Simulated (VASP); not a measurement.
The system is Cu.

```
Cu
1.0
     0.00000    2.51687    2.51687
     2.51687    0.00000    2.51687
     2.51687    2.51687    0.00000
Cu
2
Cartesian
  0.6292 0.6292 0.6292
  4.4045 4.4045 4.4045
```

| Quantity | Value |
| --- | --- |
| Program | VASP 6.6.1 |
| Task | relaxation of cell and atoms |
| Functional | PBE |
| Potentials or basis | VASP PAW PBE potentials, release 64 (Cu) |
| Cutoff | 600 eV |
| k mesh | 11 × 11 × 11 |
| Occupations | fermi-dirac, width 0.1 eV |
| Spin | no spin polarisation |

At the start: pressure 16.2 GPa; volume 15.94 Å³/atom.

Question: Where does the relaxation end?

Answer: Over 4 steps the energy falls by 140.4 meV/atom and the volume is 19.27 Å³/atom (+20.9 %); space group Fd-3m (No. 227, to 0.05 Å).

The path:
```csv
step,energy change (eV),largest force (eV/Å),pressure (GPa),volume (Å³)
1,0.0000,0.0000,16.19,31.89
2,-0.2728,0.0000,-1.91,39.92
3,-0.2807,0.0000,0.09,38.41
4,-0.2808,0.0000,-0.04,38.55
```

Final structure:
```
Cu
1.0
     0.00000    2.68120    2.68120
     2.68120    0.00000    2.68120
     2.68120    2.68120    0.00000
Cu
2
Direct
  0.12500 0.12500 0.12500
  0.87500 0.87500 0.87500
```

Caveat: the volume moved by over 15 % at a fixed basis, so the end points are rough.
